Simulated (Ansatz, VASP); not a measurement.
## Mg in VASP and in Ansatz

INCAR

```
ALGO     = Normal         # electronic algorithm
EDIFF    = 1E-6           # SCF threshold, eV
ENCUT    = 520            # plane-wave cutoff, eV
GGA      = PE             # functional
ISIF     = 2              # what is computed and relaxed
ISMEAR   = 0              # smearing method
LASPH    = T              # aspherical terms in the spheres
LCHARG   = F              # write CHGCAR
LREAL    = F              # projectors in reciprocal space
LWAVE    = F              # write WAVECAR
NBANDS   = 9              # bands
NELM     = 60             # most SCF steps
PREC     = Accurate       # precision mode
SIGMA    = 0.1            # smearing width, eV
```

File KPOINTS:

```
k-points
0
Gamma
  12 12 7
```

File POSCAR:

```
Mg
1.0
    3.2093000000      0.0000000000      0.0000000000
   -1.6046500000      2.7793353300      0.0000000000
    0.0000000000      0.0000000000      5.2103000000
Mg
2
Direct
    0.3333333333      0.6666666667      0.2500000000
    0.6666666667      0.3333333333      0.7500000000
```

Input for Ansatz:

```yaml
crystal:
  lattice:
    - [3.2093, 0.0, 0.0]
    - [-1.60465, 2.77933533, 0.0]
    - [0.0, 0.0, 5.2103]
  atoms:
    - { symbol: Mg, position: [0.3333333333333333, 0.6666666666666666, 0.25] }
    - { symbol: Mg, position: [0.6666666666666666, 0.3333333333333333, 0.75] }
kpoints:
  mp_grid:
    grid: [12, 12, 7]
hamiltonian:
  xc: pbe
  pseudopotentials:
    kind: paw
scf:
  occupations:
    method: gaussian
    width: 0.1
output:
  forces: true
  stress: true
  eigenvalues: true
```

Alike in both runs: task single point; functional PBE; k mesh 12 × 12 × 7; occupations gaussian, width 0.1 eV; no spin polarisation.

|  | VASP | Ansatz |
| --- | --- | --- |
| version | VASP 6.6.1 | Ansatz 0.2.0 |
| potentials or method | VASP PAW PBE potentials, release 64 (Mg) | plane waves, PAW |
| plane-wave cutoff (eV) | 520 | 420 |
| valence electrons in the cell | 4 | 20 |

```tsv
	VASP	Ansatz	Ansatz less VASP
gap on the k mesh at the Fermi level (eV)	none	none	-
pressure (GPa)	-0.6	-0.5	+0.13
traceless stress, the component that is largest in VASP (GPa)	-0.60	-0.59	+0.002
```

A gap of «none» marks a metal or a gap that the smearing closes. VASP's potentials hold 4 valence electrons a cell and Ansatz's 20, so a difference there can come from the potentials and not from the codes.
